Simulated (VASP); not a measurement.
# Ni (P6_3/mmc) in VASP: further runs

Runs on Ni. Level: LDA. Tasks: single point.

Program: VASP 6.6.1. These are calculated values, not measurements. Logs are shortened: lines on timing, memory, paths and dates and some standing lists are left out, and cuts for length are marked.

## (1) The cell of the first run

Symmetry: P6_3/mmc, No. 194, hexagonal system. Conventional cell: a = 2.448 Å, b = 2.448 Å, c = 4.073 Å, α = 90.00°, β = 90.00°, γ = 120.00°. Within 3.2 Å of Ni (site symmetry -6m2) lie 12 Ni at 2.45 to 2.48 Å.

## (2) Single point, LDA, collinear spin, antiferromagnetic start

The input, INCAR:

```
  PREC = Accurate
  ENCUT = 520
  EDIFF = 1E-6
  ISMEAR = -1
  SIGMA = 0.1
  LREAL = False
  LASPH = True
  NELM = 150
  ALGO = Normal
  ISIF = 2
  LWAVE = False
  LCHARG = True
  ISPIN = 2
  MAGMOM = 1.5 -1.5
  LORBIT = 11
  LMAXMIX = 4
  GGA = CA
  LELF = True
  LVHAR = True
  NBANDS = 21
```

The input, KPOINTS:

```
Automatic mesh
0
Gamma
  13 13 7
```

The input, POSCAR:

```
Ni
1.0
    2.4480230000      0.0000000000      0.0000000000
   -1.2240115000      2.1200501070      0.0000000000
    0.0000000000      0.0000000000      4.0728080000
Ni
2
Direct
    0.3333333333      0.6666666667      0.2500000000
    0.6666666667      0.3333333333      0.7500000000
```

Potentials or basis: VASP PAW LDA potentials, release 64 (Ni).

Command:

```
cat potpaw_LDA.64/Ni/POTCAR > POTCAR
mpirun -np 1 vasp_std > vasp.out
```

OUTCAR:

```text
PREC = Accurate
   ENCUT = 520
   EDIFF = 1E-6
   ISMEAR = -1
   LREAL = False
   LASPH = True
   NELM = 150
   ISIF = 2
   ISPIN = 2
   LORBIT = 11
   GGA = CA

 ion  position               nearest neighbor table
   1  0.333  0.667  0.250-   2 2.48   2 2.48   2 2.48   2 2.48   2 2.48   2 2.48
   2  0.667  0.333  0.750-   1 2.48   1 2.48   1 2.48   1 2.48   1 2.48   1 2.48

  LATTYP: Found a hexagonal cell.
 ALAT       =     2.4480230000
 C/A-ratio  =     1.6637131269

  Lattice vectors:

 A1 = (   2.4480230000,   0.0000000000,   0.0000000000)
 A2 = (  -1.2240115000,   2.1200501070,   0.0000000000)
 A3 = (   0.0000000000,   0.0000000000,   4.0728080000)

Analysis of symmetry for initial positions (statically):
=====================================================================
 Subroutine PRICEL returns:
 Original cell was already a primitive cell.

 Routine SETGRP: Setting up the symmetry group for a
 hexagonal supercell.

 Subroutine GETGRP returns: Found 24 space group operations
 (whereof 12 operations were pure point group operations)
 out of a pool of 24 trial point group operations.

The static configuration has the point symmetry D_3d.
 The point group associated with its full space group is D_6h.

Analysis of symmetry for dynamics (positions and initial velocities):
=====================================================================
 Subroutine PRICEL returns:
 Original cell was already a primitive cell.

 Routine SETGRP: Setting up the symmetry group for a
 hexagonal supercell.

 Subroutine GETGRP returns: Found 24 space group operations
 (whereof 12 operations were pure point group operations)
 out of a pool of 24 trial point group operations.

The dynamic configuration has the point symmetry D_3d.
 The point group associated with its full space group is D_6h.

Analysis of structural, dynamic, and magnetic symmetry:
=====================================================================
 Subroutine PRICEL returns:
 Original cell was already a primitive cell.

 Routine SETGRP: Setting up the symmetry group for a
 hexagonal supercell.

 Subroutine GETGRP returns: Found 24 space group operations
 (whereof 12 operations were pure point group operations)
 out of a pool of 24 trial point group operations.

The overall configuration has the point symmetry D_3d.
 The point group associated with its full space group is D_6h.

 Subroutine INISYM returns: Found 24 space group operations
 (whereof 12 operations are pure point group operations),
 and found     1 'primitive' translations

----------------------------------------------------------------------------------------

                                     Primitive cell

  volume of cell :      21.1376

  direct lattice vectors                    reciprocal lattice vectors
     2.448023000  0.000000000  0.000000000     0.408492894  0.235843482  0.000000000
    -1.224011500  2.120050107  0.000000000     0.000000000  0.471686965  0.000000000
     0.000000000  0.000000000  4.072808000     0.000000000  0.000000000  0.245530848

  length of vectors
     2.448023000  2.448023000  4.072808000     0.471686965  0.471686965  0.245530848

  position of ions in fractional coordinates (direct lattice)
     0.333333333  0.666666667  0.250000000
     0.666666667  0.333333333  0.750000000

  ion indices of the primitive-cell ions
   primitive index   ion index
                 1           1
                 2           2

----------------------------------------------------------------------------------------

 KPOINTS: Automatic mesh

Automatic generation of k-mesh.
 Grid dimensions read from file:
 generate k-points for:   13   13    7

 Generating k-lattice:

  Cartesian coordinates                     Fractional coordinates (reciprocal lattice)
     0.031422530  0.018141806  0.000000000     0.076923077  0.000000000  0.000000000
     0.000000000  0.036283613  0.000000000     0.000000000  0.076923077  0.000000000
     0.000000000  0.000000000  0.035075835     0.000000000  0.000000000  0.142857143

  Length of vectors
     0.036283613  0.036283613  0.035075835

  Shift w.r.t. Gamma in fractional coordinates (k-lattice)
     0.000000000  0.000000000  0.000000000

 Subroutine IBZKPT returns following result:
 ===========================================

 Found     84 irreducible k-points:

 Following reciprocal coordinates:
            Coordinates               Weight
  0.000000  0.000000  0.000000      1.000000
  0.076923 -0.000000  0.000000      6.000000
  0.153846 -0.000000  0.000000      6.000000
  0.230769  0.000000  0.000000      6.000000
  0.307692 -0.000000  0.000000      6.000000
  0.384615 -0.000000  0.000000      6.000000
[... 16 lines left out ...]
  0.076923 -0.000000  0.142857     12.000000
  0.153846 -0.000000  0.142857     12.000000
 [... further k-points ...]
   k-points           NKPTS =     84   k-points in BZ     NKDIM =     84   number of bands    NBANDS=     21
   number of dos      NEDOS =    301   number of ions     NIONS =      2
   total plane-waves  NPLWV =   9720
   dimension x,y,z NGX =    18 NGY =   18 NGZ =   30
   dimension x,y,z NGXF=    36 NGYF=   36 NGZF=   60
   ions per type =               2
   NGX,Y,Z   is equivalent  to a cutoff of  12.22, 12.22, 12.25 a.u.
   NGXF,Y,Z  is equivalent  to a cutoff of  24.45, 24.45, 24.49 a.u.
 SYSTEM =  unknown system
   PREC   = accura    normal or accurate (medium, high low for compatibility)
   ISTART =      0    job   : 0-new  1-cont  2-samecut
   ICHARG =      2    charge: 1-file 2-atom 10-const
   ISPIN  =      2    spin polarized calculation?
   LNONCOLLINEAR =      F non collinear calculations
   LSORBIT =      F    spin-orbit coupling
   LASPH  =      T    aspherical Exc in radial PAW
   ENCUT  =  520.0 eV  38.22 Ry    6.18 a.u.   4.55  4.55  7.57*2*pi/ulx,y,z
   NELM   =    150;   NELMIN=  2; NELMDL= -5     # of ELM steps
   EDIFF  = 0.1E-05   stopping-criterion for ELM
   LREAL  =      F    real-space projection
   EDIFFG = 0.1E-04   stopping-criterion for IOM
   NSW    =      0    number of steps for IOM
   IBRION =     -1    ionic relax: 0-MD 1-quasi-New 2-CG
   NFREE  =      0    steps in history (QN), initial steepest desc. (CG)
   ISIF   =      2    stress and relaxation
   ISYM   =      2    0-nonsym 1-usesym 2-fastsym
   POTIM  = 0.5000    time-step for ionic-motion
   TEBEG  =    0.0;   TEEND  =   0.0 temperature during run
   PSTRESS=    0.0 pullay stress
   NELECT =      20.0000    total number of electrons
   NUPDOWN=      -1.0000    fix difference up-down
   EMIN   =  10.00;   EMAX   =-10.00  energy-range for DOS
   EFERMI =   0.00;   METHOD = LEGACY
   ISMEAR =    -1;   SIGMA  =   0.10  broadening in eV -4-tet -1-fermi 0-gaus
   EFERMI_NEDOS =   21; number of points for ismear=-14 and -15
   IALGO  =     38    algorithm
   IMIX   =      4    mixing-type and parameters
     AMIX     =   0.40;   BMIX     =  1.00
     AMIX_MAG =   1.60;   BMIX_MAG =  1.00
  volume/ion in A,a.u.               =      10.57        71.32
  Fermi-wavevector in a.u.,A,eV,Ry     =   1.607187  3.037142 35.144513  2.583049
  Thomas-Fermi vector in A             =   2.703255
   LORBIT       =     11    0 simple, 1 ext, 2 COOP (PROOUT), +10 PAW based schemes
   GGA     = CA    functional components
   LHFCALC =     F    Hartree Fock is set to
   AEXX    =    0.0000 exact exchange contribution
   IVDW    =     0    specifies the selected vdW correction
   LEPSILON=     F    determine dielectric tensor
   LRPA    =     F    only Hartree local field effects (RPA)
 spin polarized calculation
  energy-cutoff  :      520.00
  volume of cell :       21.14
 maximum number of plane-waves:       586
   NGX =  9   NGY =  9   NGZ = 15

 number of electron      19.9999995 magnetization       0.0000000

 number of electron      19.9999995 magnetization      -0.0000000

 Free energy of the ion-electron system (eV)
  ---------------------------------------------------
  ext. energy  EPLUGINS =         0.00000000
  ---------------------------------------------------
  free energy    TOTEN  =       -13.09174119 eV

  energy without entropy =      -12.90673608  energy(sigma->0) =      -12.99923863

 E-fermi :   9.3354     XC(G=0): -13.7830

 val. band max:        9.3341971999   @ k =   0.3846  -0.0000   0.0000
 cond. band min:       9.3366705461   @ k =   0.4615   0.0769   0.0000
 fundamental gap:      0.0024733462
 Fermi energy:         9.3354458235

 spin component 1

 k-point     1 :       0.0000    0.0000    0.0000
  band No.  band energies     occupation
      1       0.2800      1.00000
      2       4.6707      1.00000
      3       7.2755      1.00000
      4       7.4201      1.00000
      5       7.4201      1.00000
      6       7.6941      1.00000
[... 13 lines left out ...]
     20      36.2664      0.00000
     21      40.1943      0.00000
[... 529 lines left out ...]
 k-point    24 :       0.1538   -0.0000    0.1429
  band No.  band energies     occupation
      1       1.3048      1.00000
      2       5.0907      1.00000
      3       6.9223      1.00000
      4       6.9722      1.00000
      5       7.4020      1.00000
      6       7.6739      1.00000
[... 13 lines left out ...]
     20      37.8036      0.00000
     21      38.7473      0.00000

 [... further k-points ...]

 spin component 2

 k-point     1 :       0.0000    0.0000    0.0000
  band No.  band energies     occupation
      1       0.2800      1.00000
      2       4.6707      1.00000
      3       7.2755      1.00000
      4       7.4201      1.00000
      5       7.4201      1.00000
      6       7.6941      1.00000
[... 13 lines left out ...]
     20      36.2664      0.00000
     21      40.1943      0.00000
[... 529 lines left out ...]
 k-point    24 :       0.1538   -0.0000    0.1429
  band No.  band energies     occupation
      1       1.3048      1.00000
      2       5.0907      1.00000
      3       6.9223      1.00000
      4       6.9722      1.00000
      5       7.4020      1.00000
      6       7.6739      1.00000
[... 13 lines left out ...]
     20      37.8036      0.00000
     21      38.7473      0.00000

 [... further k-points ...]
[... 5 lines left out ...]
  --------------------------------------------------------------------------------------
  -------------------------------------------------------------------------------------
  Total       -1.3763694     -1.3763694     -1.7162679     -0.0000000     -0.0000000      0.0000000
  in kB     -104.3253973   -104.3253973   -130.0888570     -0.0000000     -0.0000000      0.0000000
  external PRESSURE =    -112.9132172 kB  Pullay stress =       0.0000000 kB

 VOLUME and BASIS-vectors are now :
 -----------------------------------------------------------------------------
  energy-cutoff  :      520.00
  volume of cell :       21.14
      direct lattice vectors                 reciprocal lattice vectors
     2.448023000  0.000000000  0.000000000     0.408492894  0.235843482  0.000000000
    -1.224011500  2.120050107  0.000000000     0.000000000  0.471686965  0.000000000
     0.000000000  0.000000000  4.072808000     0.000000000  0.000000000  0.245530848

 POSITION                                       TOTAL-FORCE (eV/Angst)
 -----------------------------------------------------------------------------------
     -0.00000      1.41337      1.01820         0.000000      0.000000      0.000000
      1.22401      0.70668      3.05461        -0.000000     -0.000000      0.000000
 -----------------------------------------------------------------------------------
    total drift:                               -0.000000      0.000000     -0.000000

  FREE ENERGIE OF THE ION-ELECTRON SYSTEM (eV)
  ---------------------------------------------------
  free  energy   TOTEN  =       -13.0917411877 eV

  energy  without entropy=      -12.9067360783  energy(sigma->0) =      -12.99923863

 total charge

# of ion       s       p       d       tot
------------------------------------------
    1        0.508   0.518   8.350   9.376
    2        0.508   0.518   8.350   9.376
--------------------------------------------------
tot          1.017   1.036  16.699  18.752

 magnetization (x)

# of ion       s       p       d       tot
------------------------------------------
    1       -0.000   0.000   0.000   0.000
    2        0.000  -0.000  -0.000  -0.000
--------------------------------------------------
tot          0.000   0.000   0.000   0.000
```

It took 94 s on 1 thread of AMD EPYC 7R43 (Zen 3), shared host; peak memory 0.13 GiB.

What came out:

| Item | Value |
| --- | --- |
| Free energy | -13.0917 eV |
| Pressure | -11.3 GPa |
| Band gap on the k mesh | zero (filled and empty bands overlap) |
| Net moment | 0.00 μB per cell |
| Valence electrons inside the program's atomic spheres | Ni 9.38 |

Caveat: the starting moments collapsed, and a magnetic state may lie lower.

[end of part 1 of 2]
